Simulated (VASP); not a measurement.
Set up this calculation in VASP 6.6.1, as the native input.

* Task: relaxation of cell and atoms
* Functional: BLYP
* Dispersion: D3(BJ)
* Potentials or basis: VASP PAW PBE potentials, release 64 (Ta_pv, K_sv, O)
* Cutoff: 600 eV
* k mesh: 7 × 7 × 7
* Occupations: fermi-dirac, width 0.05 eV
* Spin: no spin polarisation
* Dipole correction: no
* Further INCAR settings: ALGO = Normal; EDIFF = 1e-06; IBRION = 2; EDIFFG = -0.01; NSW = 60; ISIF = 3

The structure of KTaO3 lies in POSCAR:

```
KTaO3
1.0
    3.9883000000      0.0000000000      0.0000000000
    0.0000000000      3.9883000000      0.0000000000
    0.0000000000      0.0000000000      3.9883000000
Ta K O
1 1 3
Direct
    0.0000000000      0.0000000000      0.0000000000
    0.5000000000      0.5000000000      0.5000000000
    0.0000000000      0.0000000000      0.5000000000
    0.0000000000      0.5000000000      0.0000000000
    0.5000000000      0.0000000000      0.0000000000
```

The input as run:

INCAR

```
AGGAC = 1.0
AGGAX = 1.0
ALDAC = 0.0
ALDAX = 1.0
ALGO = Normal
EDIFF = 1E-6
EDIFFG = -0.01
ENCUT = 600
GGA = B5
IBRION = 2
ISIF = 3
ISMEAR = -1
IVDW = 12
LASPH = True
LCHARG = False
LREAL = False
LWAVE = False
NELM = 100
NSW = 60
PREC = Accurate
SIGMA = 0.05
VDW_A1 = 0.4298
VDW_A2 = 4.2359
VDW_S6 = 1.0
VDW_S8 = 2.6996
```

KPOINTS

```
k-points
0
Gamma
  7 7 7
```

Potentials or basis: VASP PAW PBE potentials, release 64 (Ta_pv, K_sv, O).

Run with:

```console
$ cat potpaw_PBE.64/Ta_pv/POTCAR potpaw_PBE.64/K_sv/POTCAR potpaw_PBE.64/O/POTCAR > POTCAR
$ mpirun -np 1 vasp_std > vasp.out
```

It gave:

| Quantity | Value |
| --- | --- |
| Relaxed volume | 12.97 Å³/atom |
| Relaxed cell | a = 4.018 Å, b = 4.018 Å, c = 4.018 Å, α = 90.00°, β = 90.00°, γ = 90.00° |
| Space group after relaxing (to 0.05 Å) | Pm-3m (No. 221) |
| Energy gained by relaxing | 3.9 meV/atom |
| Ionic steps | 3 |
| Pressure after relaxing | 0.0 GPa |
| Band gap on the k mesh | 2.23 eV, indirect (least direct gap 2.79 eV) |
| Dispersion energy per atom | -0.529 eV |

Caveat: the PAW data sets were made with another functional, which shifts forces and pressure a little; spin-orbit coupling is left out, which moves the levels of the heavy elements.

Wall time 72 s on 1 thread of Intel(R) Xeon(R) 6975P-C (Granite Rapids) (shared host), peak memory 0.21 GiB.
